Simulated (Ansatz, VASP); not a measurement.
## One calculation of Ru, two programs

INCAR

```
SYSTEM = Ru
  PREC = Accurate
  ENCUT = 600
  EDIFF = 1E-7
  ISMEAR = -1
  SIGMA = 0.15
  LREAL = .False.
  LASPH = .True.
  NELM = 100
  ALGO = Fast
  ISIF = 3
  LWAVE = .False.
  LCHARG = .False.
  GGA = PE
  IBRION = 2
  NSW = 80
  EDIFFG = -0.001
```

KPOINTS

```
regular mesh
0
Gamma
  24 24 14
  0 0 0
```

POSCAR

```
Ru
1.0
    2.7217653393      0.0000000000      0.0000000000
   -1.3608826697      2.3571179270      0.0000000000
    0.0000000000      0.0000000000      4.2919360797
Ru
2
Direct
    0.3333333333      0.6666666667      0.2500000000
    0.6666666667      0.3333333333      0.7500000000
```

Input for Ansatz:

```yaml
crystal:
  lattice:
    - [2.7217653393, 0.0, 0.0]
    - [-1.3608826697, 2.357117927, 0.0]
    - [0.0, 0.0, 4.2919360797]
  atoms:
    - { symbol: Ru, position: [0.3333333333, 0.6666666667, 0.25] }
    - { symbol: Ru, position: [0.6666666667, 0.3333333333, 0.75] }
basis:
  ecutwfc: 420
kpoints:
  mp_grid: { grid: [24, 24, 14] }
hamiltonian:
  xc: pbe
scf:
  occupations: { method: fermi_dirac, width: 0.15 }
output:
  forces: true
  stress: true
  eigenvalues: true
relax:
  adjacent_minimum: "off"
  f_tol: 0.001
  max_steps: 60
  cell: { stress_tol: 0.01 }
```

Alike in both runs: task relaxation of cell and atoms; functional PBE; k mesh 24 × 24 × 14; occupations fermi-dirac, width 0.15 eV; no spin polarisation.

```csv
,VASP,Ansatz
version,VASP 6.6.1,Ansatz 0.2.0
potentials or method,"VASP PAW PBE potentials, release 64 (Ru_pv), cutoff 600 eV","scalar-relativistic, plane waves, PAW"
valence electrons in the cell,28,32
```

|  | VASP | Ansatz | Ansatz less VASP |
| --- | --- | --- | --- |
| gap on the k mesh at the Fermi level, each at its own relaxed structure (eV) | none | none | - |
| relaxed volume (Å³/atom) | 13.78 | 13.79 | +0.006 |
| relaxed length of the cell vector where the two differ most in proportion (Å) | 2.722 | 2.723 | +0.0005 |

A gap of «none» marks a metal or a gap that the smearing closes. VASP's potentials hold 28 valence electrons a cell and Ansatz's 32, so a difference there can come from the potentials and not from the codes.
